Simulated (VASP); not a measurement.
Here is a VASP 6.6.1 calculation.

File INCAR:

```
SYSTEM = PbO2
PREC     = Accurate       ! precision mode
ENCUT    = 520            ! plane-wave cutoff, eV
EDIFF    = 1E-6           ! SCF threshold, eV
ISMEAR   = -1             ! smearing method
SIGMA    = 0.05           ! smearing width, eV
LREAL    = .FALSE.        ! projectors in reciprocal space
LASPH    = .TRUE.         ! aspherical terms in the spheres
NELM     = 60             ! most SCF steps
ALGO     = Normal         ! electronic algorithm
ISIF     = 2              ! what is computed and relaxed
LWAVE    = .FALSE.        ! write WAVECAR
LCHARG   = .FALSE.        ! write CHGCAR
GGA      = RP             ! functional
NBANDS   = 35             ! bands
```

File KPOINTS:

```
Automatic mesh
0
G
  5 5 6
  0 0 0
```

The input POSCAR:

```
PbO2
1.0
    5.1576097495      0.0000000000      0.0000000000
    0.0000000000      5.1576097495      0.0000000000
    0.0000000000      0.0000000000      3.4533706110
Pb O
2 4
Direct
    0.5000000000      0.5000000000      0.5000000000
    0.0000000000      0.0000000000      0.0000000000
    0.6913839018      0.6913839018      0.0000000000
    0.8086160982      0.1913839018      0.5000000000
    0.1913839018      0.8086160982      0.5000000000
    0.3086160982      0.3086160982      0.0000000000
```

Potentials or basis: VASP PAW PBE potentials, release 64 (Pb_d, O).

Run with:

```bash
$ cat potpaw_PBE.64/Pb_d/POTCAR potpaw_PBE.64/O/POTCAR > POTCAR
$ mpirun -np 1 vasp_std > vasp.out
```

Predict the pressure.

0.2 GPa.

Estimate the band gap on the k mesh.

0.12 eV (least direct gap 0.14 eV).

Predict the largest force.

0.014 eV/Å.

Stress tensor (GPa, compression positive):
```
0.15 0.00 0.00
0.00 0.15 0.00
0.00 0.00 0.29
```

Caveat: the PAW data sets were made with another functional, which shifts forces and pressure a little; spin-orbit coupling is left out, which moves the levels of the heavy elements; an odd mesh through Γ misses points on the zone boundary, where band edges can lie.
